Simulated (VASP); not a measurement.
Sc, 1 atom in the cell. It takes space group I4/mmm (No. 139, tetragonal). The conventional cell has a = 3.211 Å, b = 3.211 Å, c = 4.371 Å, α = 90.00°, β = 90.00°, γ = 90.00°. Sc (site symmetry 4/mmm) has 12 Sc at 3.15 to 3.21 Å within 4.1 Å.  This cell differs from its parent crystal: strain -0.0375 x Voigt [1, 0, 0, 0, 0, 0].

```yaml
Program: VASP 6.6.1
Task: single point
Functional: r2SCAN
Potentials_or_basis: VASP PAW PBE potentials, release 64 (Sc_sv)
Cutoff: 520 eV
k_mesh: 18 × 18 × 18
Occupations: gaussian, width 0.15 eV
Spin: no spin polarisation
Dipole_correction: no
Further_INCAR_settings: ALGO = Normal; EDIFF = 1e-06; NBANDS = 12
```

Potentials or basis: VASP PAW PBE potentials, release 64 (Sc_sv).

Launch:

```bash
$ cat potpaw_PBE.64/Sc_sv/POTCAR > POTCAR
$ cp INCAR.step1 INCAR
$ mpirun -np 1 vasp_std > vasp.out
$ cp INCAR.step2 INCAR
$ mpirun -np 1 vasp_std > vasp.out
```

Hardware: 1 thread of Intel Xeon 6975P-C, with other jobs on the host.

**Question.** How long does it take, and how much memory?

**Answer.** Wall time 2.8 min on 1 thread of Intel Xeon 6975P-C, on a shared host, peak memory 0.24 GiB. Counts: k points 480.
